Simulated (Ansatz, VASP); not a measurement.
**One calculation of ZrAg2N2, two programs**

```xyz
5
Lattice="3.3146 0.0000 0.0000 -1.6573 2.8705 0.0000 0.0000 0.0000 7.4489" Properties=species:S:1:pos:R:3 pbc="T T T"
Zr    0.0000    0.0000    0.0000
Ag    1.6573    0.9568    2.6520
Ag    0.0000    1.9137    4.7969
N     1.6573    0.9568    6.3409
N     0.0000    1.9137    1.1080
```

Alike in both runs: functional PBE; k mesh 12 × 12 × 6; occupations fermi-dirac, width 0.15 eV; no spin polarisation.

Ansatz relaxed the structure, and its values are those at the end. VASP's run is a single point on that final structure, the one shown.

```csv
,VASP,Ansatz
version,VASP 6.6.1,Ansatz 0.2.0
potentials or method,"VASP PAW PBE potentials, release 64 (Zr_sv, Ag, N), cutoff 520 eV","scalar-relativistic, plane waves, PAW"
valence electrons in the cell,44,60
```

|  | VASP | Ansatz | Ansatz less VASP |
| --- | --- | --- | --- |
| gap on the k mesh at the Fermi level (eV) | none | none | - |
| pressure (GPa) | 0.0 | 0.0 | -0.02 |
| rms of the force components (eV/Å) | 0.009 | 0.000 | -0.0084 |

A gap of «none» marks a metal or a gap that the smearing closes. VASP's potentials hold 44 valence electrons a cell and Ansatz's 60, so a difference there can come from the potentials and not from the codes.
